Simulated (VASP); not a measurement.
# WC (P3m1) in VASP: further runs

Runs on WC. Level: PBEsol. Tasks: single point.

All numbers are computed with VASP 6.6.1; they aren't measurements. Logs are shortened: lines on timing, memory, paths and dates and some standing lists are left out, and cuts for length are marked.

## 1. The cell of the first run

Symmetry: P3m1, No. 156, trigonal system. The conventional cell has a = 2.898 Å, b = 2.898 Å, c = 10.483 Å, α = 90.00°, β = 90.00°, γ = 120.00°. W (site symmetry 3m) has 3 C at 2.19 Å and 7 W at 2.83 to 2.90 Å within 2.9 Å. W (site symmetry 3m) has 6 C at 2.19 Å and 7 W at 2.83 to 2.90 Å within 2.9 Å. Within 2.9 Å of W (site symmetry 3m) lie 6 C at 2.19 Å and 8 W at 2.83 to 2.90 Å. C (site symmetry 3m) has 3 W at 2.19 Å and 7 C at 2.83 to 2.90 Å within 2.9 Å. Within 2.9 Å of C (site symmetry 3m) lie 6 W at 2.19 Å and 8 C at 2.83 to 2.90 Å. C (site symmetry 3m) has 6 W at 2.19 Å and 7 C at 2.83 to 2.90 Å within 2.9 Å.

## 2. Single point, PBEsol (the distance across one plane changed)

Contents of INCAR:

```
  PREC = Accurate
  ENCUT = 520
  EDIFF = 1E-7
  ISMEAR = 0
  SIGMA = 0.15
  LREAL = False
  LASPH = True
  NELM = 80
  ALGO = Normal
  ISIF = 2
  LWAVE = False
  LCHARG = False
  GGA = PS
  NBANDS = 36
```

Contents of KPOINTS:

```
regular mesh
0
Gamma
  23 23 7
```

Contents of POSCAR:

```
WC
1.0
   -2.8984136670      0.0000000000      0.0000000000
   -1.4492068335     -2.5100998663      0.0000000000
    0.0000000000      0.0000000000     10.4828357108
W C
3 3
Direct
    0.0000000000      0.0000000000      0.7417641151
    0.0000000000      0.0000000000      0.2022894955
    0.0000000000      0.0000000000      0.4720268053
    0.6666666667      0.6666666667      0.0674208406
    0.6666666667      0.6666666667      0.3371581504
    0.6666666667      0.6666666667      0.6068954602
```

Potentials or basis: VASP PAW PBE potentials, release 64 (W_sv, C).

Run with:

```sh
$ cat potpaw_PBE.64/W_sv/POTCAR potpaw_PBE.64/C/POTCAR > POTCAR
$ mpirun -np 1 vasp_std > vasp.out
```

OUTCAR:

```text
PREC = Accurate
   ENCUT = 520
   EDIFF = 1E-7
   ISMEAR = 0
   LREAL = False
   LASPH = True
   NELM = 80
   ISIF = 2
   GGA = PS

 ion  position               nearest neighbor table
   1  0.000  0.000  0.742-   6 2.19   6 2.19   6 2.19   3 2.83
   2  0.000  0.000  0.202-   4 2.19   5 2.19   4 2.19   5 2.19   4 2.19   5 2.19   3 2.83
   3  0.000  0.000  0.472-   5 2.19   6 2.19   5 2.19   6 2.19   5 2.19   6 2.19   1 2.83   2 2.83

   4  0.667  0.667  0.067-   2 2.19   2 2.19   2 2.19
   5  0.667  0.667  0.337-   3 2.19   2 2.19   3 2.19   2 2.19   3 2.19   2 2.19
   6  0.667  0.667  0.607-   1 2.19   3 2.19   1 2.19   3 2.19   1 2.19   3 2.19

  LATTYP: Found a hexagonal cell.
 ALAT       =     2.8984136670
 C/A-ratio  =     3.6167493378

  Lattice vectors:

 A1 = (   1.4492068335,   2.5100998663,   0.0000000000)
 A2 = (  -2.8984136670,   0.0000000000,   0.0000000000)
 A3 = (   0.0000000000,   0.0000000000,  10.4828357108)

Analysis of symmetry for initial positions (statically):
=====================================================================
 Subroutine PRICEL returns:
 Original cell was already a primitive cell.

 Routine SETGRP: Setting up the symmetry group for a
 hexagonal supercell.

 Subroutine GETGRP returns: Found  6 space group operations
 (whereof  6 operations were pure point group operations)
 out of a pool of 24 trial point group operations.

The static configuration has the point symmetry C_3v.

Analysis of symmetry for dynamics (positions and initial velocities):
=====================================================================
 Subroutine PRICEL returns:
 Original cell was already a primitive cell.

 Routine SETGRP: Setting up the symmetry group for a
 hexagonal supercell.

 Subroutine GETGRP returns: Found  6 space group operations
 (whereof  6 operations were pure point group operations)
 out of a pool of 24 trial point group operations.

The dynamic configuration has the point symmetry C_3v.

 Subroutine INISYM returns: Found  6 space group operations
 (whereof  6 operations are pure point group operations),
 and found     1 'primitive' translations

----------------------------------------------------------------------------------------

                                     Primitive cell

  volume of cell :      76.2659

  direct lattice vectors                    reciprocal lattice vectors
    -2.898413667  0.000000000  0.000000000    -0.345016314  0.199195262  0.000000000
    -1.449206833 -2.510099866  0.000000000     0.000000000 -0.398390524  0.000000000
     0.000000000  0.000000000 10.482835711     0.000000000  0.000000000  0.095394035

  length of vectors
     2.898413667  2.898413667 10.482835711     0.398390524  0.398390524  0.095394035

  position of ions in fractional coordinates (direct lattice)
     0.000000000  0.000000000  0.741764115
     0.000000000  0.000000000  0.202289495
     0.000000000  0.000000000  0.472026805
     0.666666667  0.666666667  0.067420841
     0.666666667  0.666666667  0.337158150
     0.666666667  0.666666667  0.606895460

  ion indices of the primitive-cell ions
   primitive index   ion index
                 1           1
                 2           2
                 3           3
                 4           4
                 5           5
                 6           6

----------------------------------------------------------------------------------------

 KPOINTS: regular mesh

Automatic generation of k-mesh.
 Grid dimensions read from file:
 generate k-points for:   23   23    7

 Generating k-lattice:

  Cartesian coordinates                     Fractional coordinates (reciprocal lattice)
    -0.015000709  0.008660664  0.000000000     0.043478261  0.000000000  0.000000000
     0.000000000 -0.017321327  0.000000000     0.000000000  0.043478261  0.000000000
     0.000000000  0.000000000  0.013627719     0.000000000  0.000000000  0.142857143

  Length of vectors
     0.017321327  0.017321327  0.013627719

  Shift w.r.t. Gamma in fractional coordinates (k-lattice)
     0.000000000  0.000000000  0.000000000

 Subroutine IBZKPT returns following result:
 ===========================================

 Found    356 irreducible k-points:

 Following reciprocal coordinates:
            Coordinates               Weight
  0.000000  0.000000  0.000000      1.000000
  0.043478  0.000000  0.000000      6.000000
  0.086957  0.000000  0.000000      6.000000
  0.130435  0.000000  0.000000      6.000000
  0.173913  0.000000  0.000000      6.000000
  0.217391  0.000000  0.000000      6.000000
[... 16 lines left out ...]
 -0.478261  0.043478  0.000000      6.000000
  0.173913  0.086957  0.000000      6.000000
 [... further k-points ...]
   k-points           NKPTS =    356   k-points in BZ     NKDIM =    356   number of bands    NBANDS=     36
   number of dos      NEDOS =    301   number of ions     NIONS =      6
   total plane-waves  NPLWV =  46080
   dimension x,y,z NGX =    24 NGY =   24 NGZ =   80
   dimension x,y,z NGXF=    48 NGYF=   48 NGZF=  160
   ions per type =               3   3
   NGX,Y,Z   is equivalent  to a cutoff of  13.77, 13.77, 12.69 a.u.
   NGXF,Y,Z  is equivalent  to a cutoff of  27.53, 27.53, 25.37 a.u.
 SYSTEM =  unknown system
   PREC   = accura    normal or accurate (medium, high low for compatibility)
   ISTART =      0    job   : 0-new  1-cont  2-samecut
   ICHARG =      2    charge: 1-file 2-atom 10-const
   ISPIN  =      1    spin polarized calculation?
   LNONCOLLINEAR =      F non collinear calculations
   LSORBIT =      F    spin-orbit coupling
   LASPH  =      T    aspherical Exc in radial PAW
   ENCUT  =  520.0 eV  38.22 Ry    6.18 a.u.   5.39  5.39 19.49*2*pi/ulx,y,z
   NELM   =     80;   NELMIN=  2; NELMDL= -5     # of ELM steps
   EDIFF  = 0.1E-06   stopping-criterion for ELM
   LREAL  =      F    real-space projection
   EDIFFG = 0.1E-05   stopping-criterion for IOM
   NSW    =      0    number of steps for IOM
   IBRION =     -1    ionic relax: 0-MD 1-quasi-New 2-CG
   NFREE  =      0    steps in history (QN), initial steepest desc. (CG)
   ISIF   =      2    stress and relaxation
   ISYM   =      2    0-nonsym 1-usesym 2-fastsym
   POTIM  = 0.5000    time-step for ionic-motion
   TEBEG  =    0.0;   TEEND  =   0.0 temperature during run
   PSTRESS=    0.0 pullay stress
   NELECT =      54.0000    total number of electrons
   NUPDOWN=      -1.0000    fix difference up-down
   EMIN   =  10.00;   EMAX   =-10.00  energy-range for DOS
   EFERMI =   0.00;   METHOD = LEGACY
   ISMEAR =     0;   SIGMA  =   0.15  broadening in eV -4-tet -1-fermi 0-gaus
   EFERMI_NEDOS =   21; number of points for ismear=-14 and -15
   IALGO  =     38    algorithm
   IMIX   =      4    mixing-type and parameters
     AMIX     =   0.40;   BMIX     =  1.00
     AMIX_MAG =   1.60;   BMIX_MAG =  1.00
  volume/ion in A,a.u.               =      12.71        85.78
  Fermi-wavevector in a.u.,A,eV,Ry     =   1.459137  2.757369 28.967898  2.129080
  Thomas-Fermi vector in A             =   2.575739
   LORBIT       =      0    0 simple, 1 ext, 2 COOP (PROOUT), +10 PAW based schemes
   GGA     = PS    functional components
   LHFCALC =     F    Hartree Fock is set to
   AEXX    =    0.0000 exact exchange contribution
   IVDW    =     0    specifies the selected vdW correction
   LEPSILON=     F    determine dielectric tensor
   LRPA    =     F    only Hartree local field effects (RPA)
 non-spin polarized calculation
 Gauss-broadening in eV      SIGMA  =   0.15
  energy-cutoff  :      520.00
  volume of cell :       76.27
 maximum number of plane-waves:      2105
 NGX is ok and might be reduce to    24
   NGX = 11   NGY = 11   NGZ = 39

 number of electron      53.9999998 magnetization

 Free energy of the ion-electron system (eV)
  ---------------------------------------------------
  ext. energy  EPLUGINS =         0.00000000
  ---------------------------------------------------
  free energy    TOTEN  =       -66.42255407 eV

  energy without entropy =      -66.39283560  energy(sigma->0) =      -66.40769483

 E-fermi :   8.0090     XC(G=0): -12.5022

 val. band max:        8.0088229504   @ k =   0.4348   0.4348   0.1429
 cond. band min:       8.0102798606   @ k =   0.2609   0.4783   0.4286
 fundamental gap:      0.0014569103
 Fermi energy:         8.0090096040

 k-point     1 :       0.0000    0.0000    0.0000
  band No.  band energies     occupation
      1     -66.1129      2.00000
      2     -65.9870      2.00000
      3     -65.6084      2.00000
      4     -30.6897      2.00000
      5     -30.3223      2.00000
      6     -29.8685      2.00000
[... 28 lines left out ...]
     35      12.9640      0.00000
     36      12.9641      0.00000

 k-point     2 :       0.0435    0.0000    0.0000
  band No.  band energies     occupation
      1     -66.1118      2.00000
      2     -65.9858      2.00000
      3     -65.6073      2.00000
      4     -30.6870      2.00000
      5     -30.3198      2.00000
      6     -29.8848      2.00000
[... 28 lines left out ...]
     35      12.9531      0.00000
     36      13.0417      0.00000

 k-point     3 :       0.0870    0.0000    0.0000
  band No.  band energies     occupation
      1     -66.1087      2.00000
      2     -65.9826      2.00000
      3     -65.6040      2.00000
      4     -30.6790      2.00000
      5     -30.3127      2.00000
      6     -29.9319      2.00000
[... 28 lines left out ...]
     35      12.9364      0.00000
     36      13.2325      0.00000
[... 742 lines left out ...]
 k-point    23 :      -0.4783    0.0435    0.0000
  band No.  band energies     occupation
      1     -66.0553      2.00000
      2     -65.9262      2.00000
      3     -65.5474      2.00000
      4     -30.6893      2.00000
      5     -30.5764      2.00000
      6     -30.5388      2.00000
[... 28 lines left out ...]
     35      13.1692      0.00000
     36      14.1059      0.00000

 k-point    24 :       0.1739    0.0870    0.0000
  band No.  band energies     occupation
      1     -66.1010      2.00000
      2     -65.9744      2.00000
      3     -65.5958      2.00000
      4     -30.6591      2.00000
      5     -30.2951      2.00000
      6     -30.0441      2.00000
[... 28 lines left out ...]
     35      12.9334      0.00000
     36      13.3000      0.00000

 [... further k-points ...]

------------------------ aborting loop because EDIFF is reached ----------------------------------------

  FORCE on cell =-STRESS in cart. coord.  units (eV):
  Direction    XX          YY          ZZ          XY          YZ          ZX
  --------------------------------------------------------------------------------------
  -------------------------------------------------------------------------------------
  Total       -2.7695779     -2.7695779     -8.9168277      0.0000000      0.0000000      0.0000000
  in kB      -58.1827196    -58.1827196   -187.3228728      0.0000000      0.0000000      0.0000000
  external PRESSURE =    -101.2294373 kB  Pullay stress =       0.0000000 kB

 VOLUME and BASIS-vectors are now :
 -----------------------------------------------------------------------------
  energy-cutoff  :      520.00
  volume of cell :       76.27
      direct lattice vectors                 reciprocal lattice vectors
    -2.898413667  0.000000000  0.000000000    -0.345016314  0.199195262  0.000000000
    -1.449206833 -2.510099866  0.000000000     0.000000000 -0.398390524  0.000000000
     0.000000000  0.000000000 10.482835711     0.000000000  0.000000000  0.095394035

 POSITION                                       TOTAL-FORCE (eV/Angst)
 -----------------------------------------------------------------------------------
      0.00000      0.00000      7.77579        -0.000000     -0.000000     -0.228249
      0.00000      0.00000      2.12057        -0.000000      0.000000     -5.326629
      0.00000      0.00000      4.94818         0.000000     -0.000000     -0.111662
     -2.89841     -1.67340      0.70676         0.000000      0.000000      3.726475
     -2.89841     -1.67340      3.53437         0.000000      0.000000      0.964614
     -2.89841     -1.67340      6.36199         0.000000      0.000000      0.975450
 -----------------------------------------------------------------------------------
    total drift:                                0.000000      0.000000     -0.000132

  FREE ENERGIE OF THE ION-ELECTRON SYSTEM (eV)
  ---------------------------------------------------
  free  energy   TOTEN  =       -66.4225540698 eV

  energy  without entropy=      -66.3928355956  energy(sigma->0) =      -66.40769483
```

Wall time 8.8 min (1 thread of AMD EPYC 9R45 (Zen 5), shared host); peak memory 0.75 GiB.

Results:

```yaml
Free_energy: -66.4226 eV
Pressure: -10.1 GPa
Largest_force: 5.327 eV/Å
Band_gap_on_the_k_mesh: zero (bands 27 and 28 overlap by 0.54 eV)
```

Forces on the atoms (eV/Å):
```
W    0.000  0.000 -0.228
W    0.000  0.000 -5.327
W    0.000  0.000 -0.112
C    0.000  0.000  3.726
C    0.000  0.000  0.965
C    0.000  0.000  0.975
```

Levels at points of the mesh, in eV from the Fermi level:
```tsv
k point	band 24	band 25	band 26	band 27	band 28	band 29	band 30	band 31
(0.00, 0.00, 0.00)	-1.18	-1.12	-0.25	-0.25	0.49	0.99	0.99	1.61
```

Caveat: the cell differs from its parent crystal (the distance across one plane changed); the stress differs along the axes, from -19 to -6 GPa; the PAW data sets were made with another functional, which shifts forces and pressure a little; spin-orbit coupling is left out, which moves the levels of the heavy elements.

(Part 1 of 2 ends here.)

The gap in the log of VASP goes by the Fermi energy; the results here count the filled bands.